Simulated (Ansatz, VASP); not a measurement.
Two plane-wave programs on Sn3SbN

Contents of INCAR:

```
SYSTEM = Sn3SbN
PREC = Accurate
ENCUT = 520
EDIFF = 1E-7
ISMEAR = 0
SIGMA = 0.05
LREAL = .FALSE.
LASPH = .TRUE.
NELM = 60
ALGO = Normal
ISIF = 2
LWAVE = .FALSE.
LCHARG = .FALSE.
GGA = PE
NBANDS = 34
```

KPOINTS

```
regular mesh
0
G
  4 4 4
  0 0 0
```

File POSCAR:

```
Sn3SbN
1.0
    5.0000000000      0.0000000000      0.0000000000
    0.0000000000      5.0000000000      0.0000000000
    0.0000000000      0.0000000000      5.0000000000
Sb N Sn
1 1 3
Direct
    0.0000000000      0.0000000000      0.0000000000
    0.5000000000      0.5000000000      0.5000000000
    0.5000000000      0.5000000000      0.0000000000
    0.5000000000      0.0000000000      0.5000000000
    0.0000000000      0.5000000000      0.5000000000
```

Input for Ansatz:

```yaml
crystal:
  lattice:
    - [5.0, 0.0, 0.0]
    - [0.0, 5.0, 0.0]
    - [0.0, 0.0, 5.0]
  atoms:
    - { symbol: Sb, position: [0.0, 0.0, 0.0] }
    - { symbol: "N", position: [0.5, 0.5, 0.5] }
    - { symbol: Sn, position: [0.5, 0.5, 0.0] }
    - { symbol: Sn, position: [0.5, 0.0, 0.5] }
    - { symbol: Sn, position: [0.0, 0.5, 0.5] }
basis:
  ecutwfc: 420
kpoints:
  mp_grid: { grid: [4, 4, 4] }
hamiltonian:
  xc: pbe
scf:
  occupations: { method: gaussian, width: 0.05 }
output:
  forces: true
  stress: true
  eigenvalues: true
```

Alike in both runs: task single point; functional PBE; k mesh 4 × 4 × 4; occupations gaussian, width 0.05 eV; no spin polarisation.

|  | VASP | Ansatz |
| --- | --- | --- |
| version | VASP 6.6.1 | Ansatz 0.2.0 |
| potentials or method | VASP PAW PBE potentials, release 64 (Sb, N, Sn_d), cutoff 520 eV | scalar-relativistic, plane waves, PAW |
| valence electrons in the cell | 52 | 62 |

|  | VASP | Ansatz | Ansatz less VASP |
| --- | --- | --- | --- |
| gap on the k mesh at the Fermi level (eV) | none | none | - |
| pressure (GPa) | -4.2 | -4.1 | +0.03 |

A gap of «none» marks a metal or a gap that the smearing closes. The functional is the same, so the differences come from potentials, cutoffs and numerics. VASP's potentials hold 52 valence electrons a cell and Ansatz's 62, so a difference there can come from the potentials and not from the codes.

Neither program's run includes spin-orbit coupling.
